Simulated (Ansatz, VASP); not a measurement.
# Au in VASP and in Ansatz

Contents of INCAR:

```
PREC = Accurate
ENCUT = 520
EDIFF = 1E-6
ISMEAR = -1
SIGMA = 0.1
LREAL = False
LASPH = True
NELM = 100
ALGO = Normal
ISIF = 2
LWAVE = False
LCHARG = False
GGA = CA
NBANDS = 18
```

KPOINTS

```
regular mesh
0
Gamma
  12 12 12
```

File POSCAR:

```
Au
1.0
    0.0000000000      2.2801940117      2.2801940117
    2.2801940117      0.0000000000      2.2801940117
    2.2801940117      2.2801940117      0.0000000000
Au
2
Direct
   -0.1250000000     -0.1250000000     -0.1250000000
    0.1250000000      0.1250000000      0.1250000000
```

Input for Ansatz:

```yaml
crystal:
  lattice:
    - [0.0, 2.2801940117, 2.2801940117]
    - [2.2801940117, 0.0, 2.2801940117]
    - [2.2801940117, 2.2801940117, 0.0]
  atoms:
    - { symbol: Au, position: [-0.125, -0.125, -0.125] }
    - { symbol: Au, position: [0.125, 0.125, 0.125] }
kpoints:
  mp_grid: { grid: [12, 12, 12] }
scf:
  occupations: { method: fermi_dirac, width: 0.1 }
hamiltonian:
  xc: lda
  pseudopotentials: { kind: all_electron, datasets: crystal }
output:
  forces: true
  stress: true
  eigenvalues: true
```

Change from the starting cell: volume scaled by 0.45, crystal datasets.

Alike in both runs: task single point; functional LDA; k mesh 12 × 12 × 12; occupations fermi-dirac, width 0.1 eV; no spin polarisation.

|  | VASP | Ansatz |
| --- | --- | --- |
| version | VASP 6.6.1 | Ansatz 0.2.0 |
| potentials or method | VASP PAW LDA potentials, release 64 (Au), cutoff 520 eV | all-electron PAW with datasets made for the crystal, scalar-relativistic |

|  | VASP | Ansatz | Ansatz less VASP |
| --- | --- | --- | --- |
| pressure (GPa) | 482.5 | 523.6 | +41.12 |

LDA's correlation is that of Perdew and Zunger in VASP and of Perdew and Wang (1992) in Ansatz. Both programs put the cell under a high pressure, so it lies far from rest at this level. Ansatz ran all-electron here, and VASP with PAW potentials.

Neither program's run includes spin-orbit coupling. Noted on VASP's run: the cell as given lies far from equilibrium.
